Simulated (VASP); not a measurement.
# Bi (Im-3m) in VASP: further runs

Bi is run at these levels: PBE; tasks: single point.

Everything below comes from runs of VASP 6.6.1. Logs are shortened: lines on timing, memory, paths and dates and some standing lists are left out, and cuts for length are marked.

### Step 1. The cell of the first run

Symmetry: Im-3m, No. 229, cubic system. The conventional cell has a = 3.055 Å, b = 3.055 Å, c = 3.055 Å, α = 90.00°, β = 90.00°, γ = 90.00°. Within 3.5 Å of Bi (site symmetry m-3m) lie 14 Bi at 2.65 to 3.06 Å.

### Step 2. Single point, PBE (volume scaled by 0.45)

INCAR reads:

```
  ALGO = Normal
  EDIFF = 1E-6
  ENCUT = 520
  GGA = PE
  ISIF = 2
  ISMEAR = -1
  LASPH = T
  LCHARG = F
  LREAL = F
  LWAVE = F
  NBANDS = 14
  NELM = 100
  PREC = Accurate
  SIGMA = 0.08
```

KPOINTS reads:

```
k-points
0
Gamma
  13 13 13
```

POSCAR reads:

```
Bi
1.0
   -1.5275667774      1.5275667774      1.5275667774
    1.5275667774     -1.5275667774      1.5275667774
    1.5275667774      1.5275667774     -1.5275667774
Bi
1
Direct
    0.0000000000      0.0000000000      0.0000000000
```

Potentials or basis: VASP PAW PBE potentials, release 64 (Bi_d).

Run with:

```sh
$ cat potpaw_PBE.64/Bi_d/POTCAR > POTCAR
$ mpirun -np 1 vasp_std > vasp.out
```

OUTCAR:

```text
EDIFF = 1E-6
   ENCUT = 520
   GGA = PE
   ISIF = 2
   ISMEAR = -1
   LASPH = T
   LREAL = F
   NELM = 100
   PREC = Accurate

 ion  position               nearest neighbor table
   1  0.000  0.000  0.000-

  LATTYP: Found a body centered cubic cell.
 ALAT       =     3.0551335548

  Lattice vectors:

 A1 = (  -1.5275667774,   1.5275667774,   1.5275667774)
 A2 = (   1.5275667774,  -1.5275667774,   1.5275667774)
 A3 = (   1.5275667774,   1.5275667774,  -1.5275667774)

Analysis of symmetry for initial positions (statically):
=====================================================================
 Subroutine PRICEL returns:
 Original cell was already a primitive cell.

 Routine SETGRP: Setting up the symmetry group for a
 body centered cubic supercell.

 Subroutine GETGRP returns: Found 48 space group operations
 (whereof 48 operations were pure point group operations)
 out of a pool of 48 trial point group operations.

The static configuration has the point symmetry O_h .

Analysis of symmetry for dynamics (positions and initial velocities):
=====================================================================
 Subroutine PRICEL returns:
 Original cell was already a primitive cell.

 Routine SETGRP: Setting up the symmetry group for a
 body centered cubic supercell.

 Subroutine GETGRP returns: Found 48 space group operations
 (whereof 48 operations were pure point group operations)
 out of a pool of 48 trial point group operations.

The dynamic configuration has the point symmetry O_h .

 Subroutine INISYM returns: Found 48 space group operations
 (whereof 48 operations are pure point group operations),
 and found     1 'primitive' translations

----------------------------------------------------------------------------------------

                                     Primitive cell

  volume of cell :      14.2581

  direct lattice vectors                    reciprocal lattice vectors
    -1.527566777  1.527566777  1.527566777     0.000000000  0.327317933  0.327317933
     1.527566777 -1.527566777  1.527566777     0.327317933  0.000000000  0.327317933
     1.527566777  1.527566777 -1.527566777     0.327317933  0.327317933  0.000000000

  length of vectors
     2.645823270  2.645823270  2.645823270     0.462897460  0.462897460  0.462897460

  position of ions in fractional coordinates (direct lattice)
     0.000000000  0.000000000  0.000000000

  ion indices of the primitive-cell ions
   primitive index   ion index
                 1           1

[... 78 lines left out ...]
   ISYM   =      2    0-nonsym 1-usesym 2-fastsym
   POTIM  = 0.5000    time-step for ionic-motion
   TEBEG  =    0.0;   TEEND  =   0.0 temperature during run
   PSTRESS=    0.0 pullay stress
   NELECT =      15.0000    total number of electrons
   NUPDOWN=      -1.0000    fix difference up-down
   EMIN   =  10.00;   EMAX   =-10.00  energy-range for DOS
   EFERMI =   0.00;   METHOD = LEGACY
   ISMEAR =    -1;   SIGMA  =   0.08  broadening in eV -4-tet -1-fermi 0-gaus
   EFERMI_NEDOS =   21; number of points for ismear=-14 and -15
   IALGO  =     38    algorithm
   IMIX   =      4    mixing-type and parameters
     AMIX     =   0.40;   BMIX     =  1.00
     AMIX_MAG =   1.60;   BMIX_MAG =  1.00
  volume/ion in A,a.u.               =      14.26        96.22
  Fermi-wavevector in a.u.,A,eV,Ry     =   1.665016  3.146424 37.719131  2.772278
  Thomas-Fermi vector in A             =   2.751459
   LORBIT       =      0    0 simple, 1 ext, 2 COOP (PROOUT), +10 PAW based schemes
   GGA     = PE    functional components
   LHFCALC =     F    Hartree Fock is set to
   AEXX    =    0.0000 exact exchange contribution
   IVDW    =     0    specifies the selected vdW correction
   LEPSILON=     F    determine dielectric tensor
   LRPA    =     F    only Hartree local field effects (RPA)
 non-spin polarized calculation
  energy-cutoff  :      520.00
  volume of cell :       14.26
 maximum number of plane-waves:       395
   NGX =  9   NGY =  9   NGZ =  9

 number of electron      15.0000005 magnetization

 Free energy of the ion-electron system (eV)
  ---------------------------------------------------
  ext. energy  EPLUGINS =         0.00000000
  ---------------------------------------------------
  free energy    TOTEN  =         3.05783308 eV

  energy without entropy =        3.06042344  energy(sigma->0) =        3.05912826

 E-fermi :  22.6742     XC(G=0): -14.6187

 val. band max:       22.4858585800   @ k =   0.1538   0.1538   0.1538
 cond. band min:      22.6818425849   @ k =  -0.4615  -0.4615   0.0769
 fundamental gap:      0.1959840049
 Fermi energy:        22.6742354178

 k-point     1 :       0.0000    0.0000    0.0000
  band No.  band energies     occupation
      1      -3.1386      2.00000
      2      -3.1386      2.00000
      3      -3.1386      2.00000
      4      -1.9533      2.00000
      5      -1.9533      2.00000
      6      -0.2134      2.00000
      7      31.0280      0.00000
      8      31.0280      0.00000
      9      31.0280      0.00000
     10      36.0605      0.00000
     11      36.0605      0.00000
     12      36.0605      0.00000
     13      39.4429      0.00000
     14      39.4429      0.00000
[... 377 lines left out ...]
      1      -3.4460      2.00000
      2      -3.2598      2.00000
      3      -2.1004      2.00000
      4      -1.9575      2.00000
      5      -1.9571      2.00000
      6       4.4470      2.00000
      7      19.8265      2.00000
      8      25.0110      0.00000
      9      25.7029      0.00000
     10      33.6869      0.00000
     11      36.3035      0.00000
     12      38.8257      0.00000
     13      39.1592      0.00000
     14      42.5434      0.00000

 [... further k-points ...]

------------------------ aborting loop because EDIFF is reached ----------------------------------------

  FORCE on cell =-STRESS in cart. coord.  units (eV):
  Direction    XX          YY          ZZ          XY          YZ          ZX
  --------------------------------------------------------------------------------------
  -------------------------------------------------------------------------------------
  Total       23.9293797     23.9293797     23.9293797      0.0000000     -0.0000000      0.0000000
  in kB     2688.9419003   2688.9419003   2688.9419003      0.0000000     -0.0000000      0.0000000
  external PRESSURE =    2688.9419003 kB  Pullay stress =       0.0000000 kB

 VOLUME and BASIS-vectors are now :
 -----------------------------------------------------------------------------
  energy-cutoff  :      520.00
  volume of cell :       14.26
      direct lattice vectors                 reciprocal lattice vectors
    -1.527566777  1.527566777  1.527566777     0.000000000  0.327317933  0.327317933
     1.527566777 -1.527566777  1.527566777     0.327317933  0.000000000  0.327317933
     1.527566777  1.527566777 -1.527566777     0.327317933  0.327317933  0.000000000

 POSITION                                       TOTAL-FORCE (eV/Angst)
 -----------------------------------------------------------------------------------
      0.00000      0.00000      0.00000        -0.000000     -0.000000      0.000000
 -----------------------------------------------------------------------------------
    total drift:                                0.000000     -0.000000      0.000000

  FREE ENERGIE OF THE ION-ELECTRON SYSTEM (eV)
  ---------------------------------------------------
  free  energy   TOTEN  =         3.0578330815 eV

  energy  without entropy=        3.0604234363  energy(sigma->0) =        3.05912826
```

Wall time 20 s (1 thread of Intel Xeon 8259CL, shared host); peak memory 0.13 GiB.

What came out:

| Property | Result |
| --- | --- |
| Free energy | 3.0578 eV |
| Pressure | 268.9 GPa |

Caveat: spin-orbit coupling is left out, which moves the levels of the heavy elements.

### Step 3. Single point, PBE (volume scaled by 0.45, partial waves polarizable)

INCAR reads:

```
SYSTEM = Bi
PREC = Accurate ; ENCUT = 520
EDIFF = 1E-6 ; ISMEAR = -1
SIGMA = 0.08 ; LREAL = .False.
LASPH = .True. ; NELM = 60
ALGO = Normal ; ISIF = 2
LWAVE = .False. ; LCHARG = .True.
GGA = PE ; LELF = .True.
LVHAR = .True. ; NBANDS = 14
```

KPOINTS reads:

```
regular mesh
0
Gamma
  13 13 13
  0 0 0
```

POSCAR is that of step 2.

Potentials or basis: VASP PAW PBE potentials, release 64 (Bi_d).

Run with:

```sh
$ cat potpaw_PBE.64/Bi_d/POTCAR > POTCAR
$ mpirun -np 1 vasp_std > vasp.out
```

It took 20 s on 1 thread of Intel Xeon 8259CL, shared host; peak memory 0.13 GiB.

Results (log left out):

```
Free energy : 3.0578 eV
Pressure    : 268.9 GPa
```

Levels at points of the mesh, in eV from the Fermi level:
```csv
k point,band 4,band 5,band 6,band 7,band 8,band 9,band 10,band 11,band 12,band 13
"(0.00, 0.00, 0.00)",-24.63,-24.63,-22.89,8.35,8.35,8.35,13.39,13.39,13.39,16.77
```

Caveat: spin-orbit coupling is left out, which moves the levels of the heavy elements.
